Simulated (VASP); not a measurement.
# ReS2 in VASP: single point with LDA

Aim: the single point of ReS2 with LDA.

Everything below comes from runs of VASP 6.6.1. Logs are shortened: lines on timing, memory, paths and dates and some standing lists are left out, and cuts for length are marked.

### Step 1. The cell of the first run

The cell holds a sheet with vacuum, 24 atoms: a = 6.299 Å, b = 6.402 Å, c = 23.000 Å, α = 90.00°, β = 90.00°, γ = 61.25°.

### Step 2. Single point, LDA

Contents of INCAR:

```
  PREC = Accurate
  ENCUT = 520
  EDIFF = 1E-6
  ISMEAR = 0
  SIGMA = 0.01
  LREAL = F
  LASPH = T
  NELM = 120
  ALGO = Normal
  ISIF = 2
  LWAVE = F
  LCHARG = T
  LELF = T
  LVHAR = T
  NBANDS = 94
  GGA_COMPAT = F
  NELMDL = -8
```

Contents of KPOINTS:

```
Automatic mesh
0
Gamma
  4 4 1
```

Contents of POSCAR:

```
ReS2
1.0
    6.2991530409     -0.0080693685      0.0000000000
    3.0861822194      5.6088672909      0.0000000000
    0.0000000000      0.0000000000     23.0000000000
Re S
8 16
Direct
    0.1155593154      0.2397540932      0.3667710424
    0.2381072115      0.6143867879      0.3714741350
    0.6889773878      0.2127363034      0.3686371445
    0.6647096915      0.6417212958      0.3694676379
    0.6334196323      0.1840808526      0.6285258138
    0.7559675792      0.5587134720      0.6332289169
    1.2068170891      0.1567464915      0.6305323203
    1.1825493840      0.5857314605      0.6313628112
    0.8607361329      0.8314596605      0.3181372419
    0.3215384677      0.8625042944      0.3107961780
    0.0323791795      0.9910126621      0.4272402204
   -0.0083978111      0.5331771642      0.4366133330
    0.4931589719      1.0227122949      0.4199003717
    0.8217551718      0.3682150092      0.2937355568
    0.5319362135      0.4874898284      0.4443946289
    0.3612695759      0.3217737668      0.3015042772
    1.3783677907      0.7757557860      0.5800996935
    0.8391474886      0.8074555588      0.5727598791
    0.5499882148      0.9359638939      0.6892038975
    0.5102573017      0.4766943663      0.6984957130
    1.0107905838      0.9670084557      0.6818628093
    1.3395906584      0.3109785561      0.5556053175
    1.0497717508      0.4302533195      0.7062643981
    0.8799246856      0.2652910211      0.5633866618
```

Potentials or basis: VASP PAW LDA potentials, release 64 (Re, S).

Run with:

```bash
> cat potpaw_LDA.64/Re/POTCAR potpaw_LDA.64/S/POTCAR > POTCAR
> mpirun -np 1 vasp_std > vasp.out
```

OUTCAR:

```text
PREC = Accurate
   ENCUT = 520
   EDIFF = 1E-6
   ISMEAR = 0
   LREAL = F
   LASPH = T
   NELM = 120
   ISIF = 2
   NELMDL = -8

 ion  position               nearest neighbor table
   1  0.116  0.240  0.367-  12 2.30  14 2.34  11 2.36  16 2.39  13 2.43  10 2.48   4 2.77   3 2.77
                             2 2.85
   2  0.238  0.614  0.371-  16 2.30  15 2.34  10 2.36  12 2.39   9 2.43  11 2.48   3 2.77   4 2.78
                             1 2.85
   3  0.689  0.213  0.369-  15 2.33  14 2.34  11 2.36  16 2.40  13 2.42   9 2.44   4 2.68   2 2.77
                             1 2.77
   4  0.665  0.642  0.369-  14 2.33  15 2.33  10 2.36  12 2.39   9 2.42  13 2.43   3 2.68   1 2.77
                             2 2.78
   5  0.633  0.184  0.629-  20 2.30  22 2.34  19 2.36  24 2.39  21 2.43  18 2.48   8 2.77   7 2.78
                             6 2.85
   6  0.756  0.559  0.633-  24 2.30  23 2.34  18 2.36  20 2.39  17 2.43  19 2.48   7 2.77   8 2.77
                             5 2.85
   7  0.207  0.157  0.631-  23 2.33  22 2.33  19 2.36  24 2.39  21 2.42  17 2.43   8 2.68   6 2.77
                             5 2.78
   8  0.183  0.586  0.631-  22 2.33  23 2.34  18 2.36  20 2.40  17 2.42  21 2.44   7 2.68   5 2.77
                             6 2.77
   9  0.861  0.831  0.318-   4 2.42   2 2.43   3 2.44
  10  0.322  0.863  0.311-   2 2.36   4 2.36   1 2.48
  11  0.032  0.991  0.427-   1 2.36   3 2.36   2 2.48
  12  0.992  0.533  0.437-   1 2.30   2 2.39   4 2.39
  13  0.493  0.023  0.420-   3 2.42   1 2.43   4 2.43
  14  0.822  0.368  0.294-   4 2.33   3 2.34   1 2.34
[... 8 lines left out ...]
  23  0.050  0.430  0.706-   7 2.33   8 2.34   6 2.34
  24  0.880  0.265  0.563-   6 2.30   5 2.39   7 2.39

  LATTYP: Found a simple monoclinic cell.
 ALAT       =     6.2991582094
 B/A-ratio  =     3.6512815261
 C/A-ratio  =     1.0163053087
 COS(beta)  =    -0.4809525332

  Lattice vectors:

 A1 = (   6.2991530409,  -0.0080693685,   0.0000000000)
 A2 = (   0.0000000000,   0.0000000000,  23.0000000000)
 A3 = (  -3.0861822194,  -5.6088672909,   0.0000000000)

Analysis of symmetry for initial positions (statically):
=====================================================================
 Subroutine PRICEL returns:
 Original cell was already a primitive cell.

 Routine SETGRP: Setting up the symmetry group for a
 simple monoclinic supercell.

 Subroutine GETGRP returns: Found  2 space group operations
 (whereof  1 operations were pure point group operations)
 out of a pool of  4 trial point group operations.

The static configuration has the point symmetry C_1 .
 The point group associated with its full space group is S_2 .

Analysis of symmetry for dynamics (positions and initial velocities):
[... 151 lines left out ...]
   PSTRESS=    0.0 pullay stress
   NELECT =     152.0000    total number of electrons
   NUPDOWN=      -1.0000    fix difference up-down
   EMIN   =  10.00;   EMAX   =-10.00  energy-range for DOS
   EFERMI =   0.00;   METHOD = LEGACY
   ISMEAR =     0;   SIGMA  =   0.01  broadening in eV -4-tet -1-fermi 0-gaus
   EFERMI_NEDOS =   21; number of points for ismear=-14 and -15
   IALGO  =     38    algorithm
   IMIX   =      4    mixing-type and parameters
     AMIX     =   0.40;   BMIX     =  1.00
     AMIX_MAG =   1.60;   BMIX_MAG =  1.00
  volume/ion in A,a.u.               =      33.88       228.65
  Fermi-wavevector in a.u.,A,eV,Ry     =   0.936035  1.768851 11.920913  0.876162
  Thomas-Fermi vector in A             =   2.063004
   LORBIT       =      0    0 simple, 1 ext, 2 COOP (PROOUT), +10 PAW based schemes
   GGA     = CA    functional components
   LHFCALC =     F    Hartree Fock is set to
   AEXX    =    0.0000 exact exchange contribution
   IVDW    =     0    specifies the selected vdW correction
   LEPSILON=     F    determine dielectric tensor
   LRPA    =     F    only Hartree local field effects (RPA)
 non-spin polarized calculation
 Gauss-broadening in eV      SIGMA  =   0.01
  energy-cutoff  :      520.00
  volume of cell :      813.19
 maximum number of plane-waves:     21920
 NGX is ok and might be reduce to    48
   NGX = 23   NGY = 23   NGZ = 85

 number of electron     151.9999998 magnetization

 Free energy of the ion-electron system (eV)
  ---------------------------------------------------
  ext. energy  EPLUGINS =         0.00000000
  ---------------------------------------------------
  free energy    TOTEN  =      -200.01347871 eV

  energy without entropy =     -200.01347871  energy(sigma->0) =     -200.01347871

 E-fermi :   0.1747     XC(G=0):  -6.2105

 val. band max:        0.1202840916   @ k =   0.0000   0.0000   0.0000
 cond. band min:       1.4149428986   @ k =   0.0000   0.0000   0.0000
 fundamental gap:      1.2946588070
 Fermi energy:         0.1747481046

 k-point     1 :       0.0000    0.0000    0.0000
  band No.  band energies     occupation
      1     -14.9837      2.00000
      2     -14.8733      2.00000
      3     -13.5195      2.00000
      4     -13.3469      2.00000
      5     -13.0512      2.00000
      6     -13.0114      2.00000
[... 899 lines left out ...]
     87       2.5390      0.00000
     88       2.5479      0.00000
 [bands above 88 left out]

------------------------ aborting loop because EDIFF is reached ----------------------------------------

  FORCE on cell =-STRESS in cart. coord.  units (eV):
  Direction    XX          YY          ZZ          XY          YZ          ZX
  --------------------------------------------------------------------------------------
  -------------------------------------------------------------------------------------
  Total        2.6874730      2.7366048      2.5204520     -0.0154372     -0.0609804     -0.0503328
  in kB        5.2949703      5.3917717      4.9658985     -0.0304151     -0.1201462     -0.0991677
  external PRESSURE =       5.2175468 kB  Pullay stress =       0.0000000 kB

 VOLUME and BASIS-vectors are now :
 -----------------------------------------------------------------------------
  energy-cutoff  :      520.00
  volume of cell :      813.19
      direct lattice vectors                 reciprocal lattice vectors
     6.299153041 -0.008069369  0.000000000     0.158639682 -0.087288741  0.000000000
     3.086182219  5.608867291  0.000000000     0.000228232  0.178163537  0.000000000
     0.000000000  0.000000000 23.000000000     0.000000000  0.000000000  0.043478261

 POSITION                                       TOTAL-FORCE (eV/Angst)
 -----------------------------------------------------------------------------------
      1.46785      1.34382      8.43573         0.020179     -0.023354     -0.016482
      3.39598      3.44409      8.54391        -0.020748      0.021153      0.015908
      4.99652      1.18765      8.47865        -0.014486     -0.042523     -0.009078
      6.16758      3.59397      8.49776         0.015408      0.044744      0.006198
      4.55811      1.02737     14.45609         0.020748     -0.021153     -0.015908
      6.48625      3.12765     14.56427        -0.020179      0.023354      0.016482
[... 16 lines left out ...]
      1.64136      2.41283     16.24408        -0.002542      0.000368      0.165830
      6.36152      1.48088     12.95789        -0.003580     -0.032329     -0.131384
 -----------------------------------------------------------------------------------
    total drift:                               -0.005836     -0.009932     -0.002093

  FREE ENERGIE OF THE ION-ELECTRON SYSTEM (eV)
  ---------------------------------------------------
  free  energy   TOTEN  =      -200.0134787138 eV

  energy  without entropy=     -200.0134787138  energy(sigma->0) =     -200.01347871
```

OSZICAR:

```text
N       E                     dE             d eps       ncg     rms          rms(c)
DAV:   1     0.171907483468E+04    0.17191E+04   -0.55264E+04  1880   0.136E+03
DAV:   2     0.223022746104E+03   -0.14961E+04   -0.13601E+04  2828   0.727E+02
DAV:   3    -0.170293562453E+03   -0.39332E+03   -0.38033E+03  3496   0.313E+02
[... 26 lines left out ...]
DAV:  30    -0.200013464878E+03   -0.16023E-04   -0.11760E-06  1576   0.837E-03    0.601E-03
DAV:  31    -0.200013471667E+03   -0.67891E-05   -0.59455E-07  1440   0.406E-03    0.559E-03
DAV:  32    -0.200013475165E+03   -0.34978E-05   -0.38280E-07  1384   0.674E-03    0.399E-03
DAV:  33    -0.200013478394E+03   -0.32297E-05   -0.46317E-07  1376   0.292E-03    0.330E-03
DAV:  34    -0.200013478714E+03   -0.31950E-06   -0.24286E-07  1360   0.546E-03
   1 F= -.20001348E+03 E0= -.20001348E+03  d E =-.462065E-16
```

It took 83 min on 1 thread of Oxide Virtual Turin-like, shared host; peak memory 0.87 GiB.

What came out:

| Quantity | Value |
| --- | --- |
| Free energy | -200.0135 eV |
| Largest force | 0.166 eV/Å |
| Band gap on the k mesh | 1.29 eV |

Forces in eV/Å, atoms in the order of the input:
```
Re   0.020 -0.023 -0.016
Re  -0.021  0.021  0.016
Re  -0.014 -0.043 -0.009
Re   0.015  0.045  0.006
Re   0.021 -0.021 -0.016
Re  -0.020  0.023  0.016
Re  -0.015 -0.045 -0.006
Re   0.014  0.043  0.009
S    0.008  0.010 -0.070
S   -0.005  0.046 -0.089
S    0.005 -0.045  0.091
S    0.004  0.032  0.131
S   -0.007 -0.011  0.071
S    0.003  0.000 -0.166
S    0.006 -0.001  0.162
S   -0.001 -0.035 -0.128
S    0.007  0.011 -0.071
S   -0.005  0.045 -0.091
S    0.005 -0.046  0.089
S    0.001  0.035  0.128
S   -0.008 -0.010  0.070
S   -0.006  0.001 -0.162
S   -0.003  0.000  0.166
S   -0.004 -0.032 -0.131
```

Levels at points of the mesh, in eV from the valence-band top:
```tsv
k point	band 73	band 74	band 75	band 76	band 77	band 78	band 79	band 80
(0.00, 0.00, 0.00)	-0.39	-0.26	-0.18	0.00	1.29	1.47	1.94	2.02
(0.50, 0.00, 0.00)	-0.57	-0.49	-0.40	-0.39	1.66	1.67	1.90	1.96
(0.00, 0.50, 0.00)	-0.46	-0.37	-0.25	-0.18	1.62	1.71	1.85	1.90
(0.50, 0.50, 0.00)	-0.54	-0.44	-0.43	-0.36	1.61	1.63	1.81	1.89
```

Caveat: spin-orbit coupling is left out, which moves the levels of the heavy elements.
